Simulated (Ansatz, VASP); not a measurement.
## Na: VASP beside Ansatz

Contents of INCAR:

```
ALGO     = Normal         # electronic algorithm
EDIFF    = 1E-6           # SCF threshold, eV
ENCUT    = 520            # plane-wave cutoff, eV
GGA      = CA             # functional
ISIF     = 2              # what is computed and relaxed
ISMEAR   = -1             # smearing method
LASPH    = T              # aspherical terms in the spheres
LCHARG   = T              # write CHGCAR
LELF     = T              # ELF
LREAL    = F              # projectors in reciprocal space
LVHAR    = T            
LWAVE    = F              # write WAVECAR
NBANDS   = 22             # bands
NELM     = 60             # most SCF steps
PREC     = Accurate       # precision mode
SIGMA    = 0.05           # smearing width, eV
```

The input KPOINTS:

```
k-points
0
Gamma
  8 8 3
```

Contents of POSCAR:

```
Na
1.0
    3.7248896839      0.0000000000      0.0000000000
   -1.8624448419      3.2258490925      0.0000000000
    0.0000000000      0.0000000000     12.6203525792
Na
4
Direct
    0.6666666667      0.3333333333      0.7500000000
    0.0000000000      0.0000000000      0.5000000000
    0.3333333333      0.6666666667      0.2500000000
    0.0000000000      0.0000000000      0.0000000000
```

Contents of input.yaml:

```yaml
crystal:
  lattice:
    - [3.7248896839, 0.0, 0.0]
    - [-1.8624448419, 3.2258490925, 0.0]
    - [0.0, 0.0, 12.6203525792]
  atoms:
    - { symbol: Na, position: [0.6666666667, 0.3333333333, 0.75] }
    - { symbol: Na, position: [0.0, 0.0, 0.5] }
    - { symbol: Na, position: [0.3333333333, 0.6666666667, 0.25] }
    - { symbol: Na, position: [0.0, 0.0, 0.0] }
hamiltonian:
  xc: lda
  pseudopotentials: { kind: paw }
kpoints:
  mp_grid: { grid: [8, 8, 3] }
scf:
  occupations: { method: fermi_dirac, width: 0.05 }
output:
  forces: true
  stress: true
  eigenvalues: true
```

Alike in both runs: task single point; functional LDA; k mesh 8 × 8 × 3; occupations fermi-dirac, width 0.05 eV; no spin polarisation.

|  | VASP | Ansatz |
| --- | --- | --- |
| version | VASP 6.6.1 | Ansatz 0.2.0 |
| potentials or method | VASP PAW LDA potentials, release 64 (Na_pv) | Ansatz PAW |
| plane-wave cutoff (eV) | 520 | 420 |
| valence electrons in the cell | 28 | 36 |

|  | VASP | Ansatz | Ansatz less VASP |
| --- | --- | --- | --- |
| gap on the k mesh at the Fermi level (eV) | none | none | - |
| pressure (GPa) | -0.9 | -0.9 | 0.00 |
| traceless stress, the component that is largest in VASP (GPa) | -0.59 | -0.59 | +0.002 |

LDA's correlation is that of Perdew and Zunger in VASP and of Perdew and Wang (1992) in Ansatz. A gap of «none» marks a metal or a gap that the smearing closes. VASP's potentials hold 28 valence electrons a cell and Ansatz's 36, so a difference there can come from the potentials and not from the codes.
